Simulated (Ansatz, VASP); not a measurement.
**Cr: VASP beside Ansatz**

The input INCAR:

```
PREC = Accurate ; ENCUT = 520
EDIFF = 1E-6 ; ISMEAR = 0
SIGMA = 0.15 ; LREAL = False
LASPH = True ; NELM = 60
ALGO = Fast ; ISIF = 2
LWAVE = False ; LCHARG = False
GGA = PS ; NBANDS = 12
```

File KPOINTS:

```
Automatic mesh
0
Gamma
  24 24 24
```

POSCAR

```
Cr
1.0
   -1.4779987500      1.4419500000      1.4419500000
    1.4779987500     -1.4419500000      1.4419500000
    1.4779987500      1.4419500000     -1.4419500000
Cr
1
Direct
    0.0000000000      0.0000000000      0.0000000000
```

Input for Ansatz:

```yaml
crystal:
  lattice:
    - [-1.47799875, 1.44195, 1.44195]
    - [1.47799875, -1.44195, 1.44195]
    - [1.47799875, 1.44195, -1.44195]
  atoms:
    - { symbol: Cr, position: [0.0, 0.0, 0.0] }
basis:
  ecutwfc: 420
kpoints:
  mp_grid: { grid: [24, 24, 24] }
hamiltonian:
  xc: pbesol
scf:
  occupations: { method: gaussian, width: 0.15 }
output:
  forces: true
  stress: true
  eigenvalues: true
```

Change from the starting cell: strain +0.0250 x Voigt [1, 0, 0, 0, 0, 0], atoms carried along.

Alike in both runs: task single point; functional PBEsol; k mesh 24 × 24 × 24; occupations gaussian, width 0.15 eV; no spin polarisation.

|  | VASP | Ansatz |
| --- | --- | --- |
| version | VASP 6.6.1 | Ansatz 0.2.0 |
| potentials or method | VASP PAW PBE potentials, release 64 (Cr_pv), cutoff 520 eV | scalar-relativistic, plane waves, PAW |
| valence electrons in the cell | 12 | 14 |

VASP gave:

| Item | Value |
| --- | --- |
| gap on the k mesh at the Fermi level (eV) | none |
| pressure (GPa) | -22.8 |
| traceless stress, the component that is largest in VASP (GPa) | -4.89 |

Q: Estimate Ansatz's values.

A: gap on the k mesh at the Fermi level (eV): none; pressure (GPa): -22.3; traceless stress, the component that is largest in VASP (GPa): -4.93.

VASP's potentials were made for PBE, not for PBEsol. A gap of «none» marks a metal or a gap that the smearing closes. VASP's potentials hold 12 valence electrons a cell and Ansatz's 14, so a difference there can come from the potentials and not from the codes.
